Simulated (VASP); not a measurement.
# Al3Ru2 (I4/mmm) in VASP: single point with PBEsol

Aim: the single point of Al3Ru2 with PBEsol.

Program: VASP 6.6.1. These are calculated values, not measurements. Logs are shortened: lines on timing, memory, paths and dates and some standing lists are left out, and cuts for length are marked.

## (1) The cell of the first run

The structure is tetragonal, space group I4/mmm (No. 139). Conventional cell: a = 3.078 Å, b = 3.078 Å, c = 14.286 Å, α = 90.00°, β = 90.00°, γ = 90.00°. Al (site symmetry 4/mmm) has 8 Ru at 2.65 Å and 6 Al at 2.77 to 3.08 Å within 3.5 Å. Within 3.3 Å of Al (site symmetry 4mm) lie 5 Ru at 2.51 to 2.86 Å and 9 Al at 2.70 to 3.08 Å. Ru (site symmetry 4mm) has 9 Al at 2.51 to 2.86 Å and 5 Ru at 3.02 to 3.08 Å within 3.3 Å.

## (2) Single point, PBEsol

The input, INCAR:

```
SYSTEM = Al3Ru2
ALGO = Fast
EDIFF = 1E-6
ENCUT = 520
GGA = PS
ISIF = 2
ISMEAR = 0
LASPH = .True.
LCHARG = .False.
LREAL = .False.
LWAVE = .False.
NBANDS = 26
NELM = 80
PREC = Accurate
SIGMA = 0.1
```

The input, KPOINTS:

```
k-points
0
Gamma
  18 18 18
  0 0 0
```

The input, POSCAR:

```
Al3Ru2
1.0
   -1.5389008750      1.5389008750      7.1431020300
    1.5389008750     -1.5389008750      7.1431020300
    1.5389008750      1.5389008750     -7.1431020300
Al Ru
3 2
Direct
    0.0000000000      0.0000000000      0.0000000000
    0.8061846200      0.8061846200      0.0000000000
    0.1938153800      0.1938153800      0.0000000000
    0.6058685700      0.6058685700      0.0000000000
    0.3941314300      0.3941314300      0.0000000000
```

Potentials or basis: VASP PAW PBE potentials, release 64 (Al, Ru_pv).

On the command line:

```
$ cat potpaw_PBE.64/Al/POTCAR potpaw_PBE.64/Ru_pv/POTCAR > POTCAR
$ mpirun -np 1 vasp_std > vasp.out
```

OUTCAR:

```text
SYSTEM = Al3Ru2
   EDIFF = 1E-6
   ENCUT = 520
   GGA = PS
   ISIF = 2
   ISMEAR = 0
   LASPH = .True.
   LREAL = .False.
   NELM = 80
   PREC = Accurate

 ion  position               nearest neighbor table
   1  0.000  0.000  0.000-   5 2.65   4 2.65   4 2.65   4 2.65   4 2.65   5 2.65   5 2.65   5 2.65
                             2 2.77   3 2.77
   2  0.806  0.806  0.000-   5 2.51   5 2.51   5 2.51   5 2.51   3 2.70   3 2.70   3 2.70   3 2.70
                             1 2.77   4 2.86
   3  0.194  0.194  0.000-   4 2.51   4 2.51   4 2.51   4 2.51   2 2.70   2 2.70   2 2.70   2 2.70
                             1 2.77   5 2.86
   4  0.606  0.606  0.000-   3 2.51   3 2.51   3 2.51   3 2.51   1 2.65   1 2.65   1 2.65   1 2.65
                             2 2.86   5 3.02
   5  0.394  0.394  0.000-   2 2.51   2 2.51   2 2.51   2 2.51   1 2.65   1 2.65   1 2.65   1 2.65
                             3 2.86   4 3.02

  LATTYP: Found a body centered tetragonal cell.
 ALAT       =     3.0778017500
 C/A-ratio  =     4.6416907977

  Lattice vectors:

 A1 = (  -1.5389008750,   1.5389008750,   7.1431020300)
 A2 = (   1.5389008750,  -1.5389008750,   7.1431020300)
 A3 = (   1.5389008750,   1.5389008750,  -7.1431020300)

Analysis of symmetry for initial positions (statically):
=====================================================================
 Subroutine PRICEL returns:
 Original cell was already a primitive cell.

 Routine SETGRP: Setting up the symmetry group for a
 body centered tetragonal supercell.

 Subroutine GETGRP returns: Found 16 space group operations
 (whereof 16 operations were pure point group operations)
 out of a pool of 16 trial point group operations.

The static configuration has the point symmetry D_4h.

Analysis of symmetry for dynamics (positions and initial velocities):
=====================================================================
 Subroutine PRICEL returns:
 Original cell was already a primitive cell.

 Routine SETGRP: Setting up the symmetry group for a
 body centered tetragonal supercell.

 Subroutine GETGRP returns: Found 16 space group operations
 (whereof 16 operations were pure point group operations)
 out of a pool of 16 trial point group operations.

The dynamic configuration has the point symmetry D_4h.

 Subroutine INISYM returns: Found 16 space group operations
 (whereof 16 operations are pure point group operations),
 and found     1 'primitive' translations

----------------------------------------------------------------------------------------

                                     Primitive cell

  volume of cell :      67.6656

  direct lattice vectors                    reciprocal lattice vectors
    -1.538900875  1.538900875  7.143102030     0.000000000  0.324907217  0.069997600
     1.538900875 -1.538900875  7.143102030     0.324907217  0.000000000  0.069997600
     1.538900875  1.538900875 -7.143102030     0.324907217  0.324907217  0.000000000

  length of vectors
     7.467284541  7.467284541  7.467284541     0.332361796  0.332361796  0.459488192

  position of ions in fractional coordinates (direct lattice)
     0.000000000  0.000000000  0.000000000
     0.806184620  0.806184620  0.000000000
     0.193815380  0.193815380  0.000000000
     0.605868570  0.605868570  0.000000000
     0.394131430  0.394131430  0.000000000

  ion indices of the primitive-cell ions
   primitive index   ion index
                 1           1
                 2           2
                 3           3
                 4           4
                 5           5

----------------------------------------------------------------------------------------

 KPOINTS: k-points

Automatic generation of k-mesh.
 Grid dimensions read from file:
 generate k-points for:   18   18   18

 Generating k-lattice:

  Cartesian coordinates                     Fractional coordinates (reciprocal lattice)
     0.000000000  0.018050401  0.003888756     0.055555556  0.000000000  0.000000000
     0.018050401  0.000000000  0.003888756     0.000000000  0.055555556  0.000000000
     0.018050401  0.018050401  0.000000000     0.000000000  0.000000000  0.055555556

  Length of vectors
     0.018464544  0.018464544  0.025527122

  Shift w.r.t. Gamma in fractional coordinates (k-lattice)
     0.000000000  0.000000000  0.000000000

 Subroutine IBZKPT returns following result:
 ===========================================

 Found    480 irreducible k-points:

 Following reciprocal coordinates:
            Coordinates               Weight
  0.000000  0.000000  0.000000      1.000000
  0.055556  0.000000 -0.000000      8.000000
  0.111111  0.000000 -0.000000      8.000000
  0.166667  0.000000 -0.000000      8.000000
  0.222222  0.000000 -0.000000      8.000000
  0.277778 -0.000000  0.000000      8.000000
[... 16 lines left out ...]
 -0.277778  0.055556  0.000000     16.000000
 -0.222222  0.055556  0.000000     16.000000
 [... further k-points ...]
   k-points           NKPTS =    480   k-points in BZ     NKDIM =    480   number of bands    NBANDS=     26
   number of dos      NEDOS =    301   number of ions     NIONS =      5
   total plane-waves  NPLWV = 175616
   dimension x,y,z NGX =    56 NGY =   56 NGZ =   56
   dimension x,y,z NGXF=   112 NGYF=  112 NGZF=  112
   ions per type =               3   2
   NGX,Y,Z   is equivalent  to a cutoff of  12.47, 12.47, 12.47 a.u.
   NGXF,Y,Z  is equivalent  to a cutoff of  24.93, 24.93, 24.93 a.u.
 SYSTEM =  Al3Ru2
   PREC   = accura    normal or accurate (medium, high low for compatibility)
   ISTART =      0    job   : 0-new  1-cont  2-samecut
   ICHARG =      2    charge: 1-file 2-atom 10-const
   ISPIN  =      1    spin polarized calculation?
   LNONCOLLINEAR =      F non collinear calculations
   LSORBIT =      F    spin-orbit coupling
   LASPH  =      T    aspherical Exc in radial PAW
   ENCUT  =  520.0 eV  38.22 Ry    6.18 a.u.  13.88 13.88 13.88*2*pi/ulx,y,z
   NELM   =     80;   NELMIN=  2; NELMDL= -5     # of ELM steps
   EDIFF  = 0.1E-05   stopping-criterion for ELM
   LREAL  =      F    real-space projection
   EDIFFG = 0.1E-04   stopping-criterion for IOM
   NSW    =      0    number of steps for IOM
   IBRION =     -1    ionic relax: 0-MD 1-quasi-New 2-CG
   NFREE  =      0    steps in history (QN), initial steepest desc. (CG)
   ISIF   =      2    stress and relaxation
   ISYM   =      2    0-nonsym 1-usesym 2-fastsym
   POTIM  = 0.5000    time-step for ionic-motion
   TEBEG  =    0.0;   TEEND  =   0.0 temperature during run
   PSTRESS=    0.0 pullay stress
   NELECT =      37.0000    total number of electrons
   NUPDOWN=      -1.0000    fix difference up-down
   EMIN   =  10.00;   EMAX   =-10.00  energy-range for DOS
   EFERMI =   0.00;   METHOD = LEGACY
   ISMEAR =     0;   SIGMA  =   0.10  broadening in eV -4-tet -1-fermi 0-gaus
   EFERMI_NEDOS =   21; number of points for ismear=-14 and -15
   IALGO  =     68    algorithm
   IMIX   =      4    mixing-type and parameters
     AMIX     =   0.40;   BMIX     =  1.00
     AMIX_MAG =   1.60;   BMIX_MAG =  1.00
  volume/ion in A,a.u.               =      13.53        91.33
  Fermi-wavevector in a.u.,A,eV,Ry     =   1.338709  2.529792 24.383552  1.792140
  Thomas-Fermi vector in A             =   2.467158
   LORBIT       =      0    0 simple, 1 ext, 2 COOP (PROOUT), +10 PAW based schemes
   GGA     = PS    functional components
   LHFCALC =     F    Hartree Fock is set to
   AEXX    =    0.0000 exact exchange contribution
   IVDW    =     0    specifies the selected vdW correction
   LEPSILON=     F    determine dielectric tensor
   LRPA    =     F    only Hartree local field effects (RPA)
 non-spin polarized calculation
 RMM-DIIS sequential band-by-band and
 Gauss-broadening in eV      SIGMA  =   0.10
  energy-cutoff  :      520.00
  volume of cell :       67.67
 maximum number of plane-waves:      1846
   NGX = 27   NGY = 27   NGZ = 27

 number of electron      37.0000000 magnetization

 Free energy of the ion-electron system (eV)
  ---------------------------------------------------
  ext. energy  EPLUGINS =         0.00000000
  ---------------------------------------------------
  free energy    TOTEN  =       -35.98201850 eV

  energy without entropy =      -35.97466277  energy(sigma->0) =      -35.97834064

 E-fermi :  10.3594     XC(G=0): -12.2900

 val. band max:       10.3569832523   @ k =   0.4444   0.1111   0.0556
 cond. band min:      10.3800524286   @ k =  -0.3333  -0.4444   0.1667
 fundamental gap:      0.0230691764
 Fermi energy:        10.3594420726

 k-point     1 :       0.0000    0.0000    0.0000
  band No.  band energies     occupation
      1     -31.5103      2.00000
      2     -31.4452      2.00000
      3     -31.4452      2.00000
      4     -31.4374      2.00000
      5     -31.4374      2.00000
      6     -31.4165      2.00000
[... 18 lines left out ...]
     25      16.3792      0.00000
     26      16.5615      0.00000

 k-point     2 :       0.0556    0.0000   -0.0000
  band No.  band energies     occupation
      1     -31.5097      2.00000
      2     -31.4500      2.00000
      3     -31.4448      2.00000
      4     -31.4421      2.00000
      5     -31.4369      2.00000
      6     -31.4161      2.00000
[... 18 lines left out ...]
     25      16.5276      0.00000
     26      17.0133      0.00000

 k-point     3 :       0.1111    0.0000   -0.0000
  band No.  band energies     occupation
      1     -31.5080      2.00000
      2     -31.4639      2.00000
      3     -31.4557      2.00000
      4     -31.4436      2.00000
      5     -31.4357      2.00000
      6     -31.4149      2.00000
[... 18 lines left out ...]
     25      16.9250      0.00000
     26      17.4047      0.00000

 k-point     4 :       0.1667    0.0000   -0.0000
  band No.  band energies     occupation
      1     -31.5055      2.00000
      2     -31.4851      2.00000
      3     -31.4764      2.00000
      4     -31.4418      2.00000
      5     -31.4339      2.00000
      6     -31.4130      2.00000
[... 18 lines left out ...]
     25      17.4656      0.00000
     26      17.4909      0.00000
[... 496 lines left out ...]
      1     -31.5636      2.00000
      2     -31.5533      2.00000
      3     -31.4955      2.00000
      4     -31.4397      2.00000
      5     -31.4316      2.00000
      6     -31.4054      2.00000
[... 18 lines left out ...]
     25      17.2650      0.00000
     26      17.9057      0.00000

 k-point    23 :      -0.2778    0.0556    0.0000
  band No.  band energies     occupation
      1     -31.5379      2.00000
      2     -31.5281      2.00000
      3     -31.4986      2.00000
      4     -31.4419      2.00000
      5     -31.4339      2.00000
      6     -31.4077      2.00000
[... 18 lines left out ...]
     25      17.1752      0.00000
     26      18.3519      0.00000

 k-point    24 :      -0.2222    0.0556    0.0000
  band No.  band energies     occupation
      1     -31.5105      2.00000
      2     -31.5020      2.00000
      3     -31.5013      2.00000
      4     -31.4443      2.00000
      5     -31.4363      2.00000
      6     -31.4102      2.00000
[... 18 lines left out ...]
     25      17.4549      0.00000
     26      17.7060      0.00000

 [... further k-points ...]
[... 5 lines left out ...]
  --------------------------------------------------------------------------------------
  -------------------------------------------------------------------------------------
  Total       -0.2937595     -0.2937595     -0.4680960      0.0000000     -0.0000000     -0.0000000
  in kB       -6.9555958     -6.9555958    -11.0835115      0.0000000     -0.0000000     -0.0000000
  external PRESSURE =      -8.3315677 kB  Pullay stress =       0.0000000 kB

 VOLUME and BASIS-vectors are now :
 -----------------------------------------------------------------------------
  energy-cutoff  :      520.00
  volume of cell :       67.67
      direct lattice vectors                 reciprocal lattice vectors
    -1.538900875  1.538900875  7.143102030     0.000000000  0.324907217  0.069997600
     1.538900875 -1.538900875  7.143102030     0.324907217  0.000000000  0.069997600
     1.538900875  1.538900875 -7.143102030     0.324907217  0.324907217  0.000000000

 POSITION                                       TOTAL-FORCE (eV/Angst)
 -----------------------------------------------------------------------------------
      0.00000      0.00000      0.00000        -0.000000     -0.000000     -0.000000
      0.00000      0.00000     11.51732        -0.000000     -0.000000      0.033096
      0.00000      0.00000      2.76889        -0.000000     -0.000000     -0.033096
      0.00000      0.00000      8.65556         0.000000      0.000000     -0.025535
      0.00000      0.00000      5.63064         0.000000      0.000000      0.025535
 -----------------------------------------------------------------------------------
    total drift:                                0.000000      0.000000     -0.000000

  FREE ENERGIE OF THE ION-ELECTRON SYSTEM (eV)
  ---------------------------------------------------
  free  energy   TOTEN  =       -35.9820185027 eV

  energy  without entropy=      -35.9746627748  energy(sigma->0) =      -35.97834064
```

Wall time 36 min (1 thread of Intel Xeon Platinum 8488C (Sapphire Rapids), shared host); peak memory 0.94 GiB.

What came out:

| Item | Value |
| --- | --- |
| Free energy | -35.9820 eV |
| Pressure | -0.8 GPa |
| Largest force | 0.033 eV/Å |

Forces on the atoms (eV/Å):
```
Al   0.000  0.000  0.000
Al   0.000  0.000  0.033
Al   0.000  0.000 -0.033
Ru   0.000  0.000 -0.026
Ru   0.000  0.000  0.026
```

Levels at points of the mesh, in eV from the Fermi level:
```csv
k point,band 17,band 18,band 19,band 20,band 21,band 22
"(0.00, 0.00, 0.00)",-0.82,-0.19,-0.05,3.38,4.67,5.45
"(0.50, 0.00, 0.00)",-1.62,-1.05,-0.33,1.33,1.64,4.09
"(0.50, 0.50, 0.00)",0.50,0.66,1.13,1.17,2.01,2.13
"(0.50, 0.50, 0.50)",-0.48,-0.17,-0.07,2.39,4.35,4.35
```

Caveat: the PAW data sets were made with another functional, which shifts forces and pressure a little.
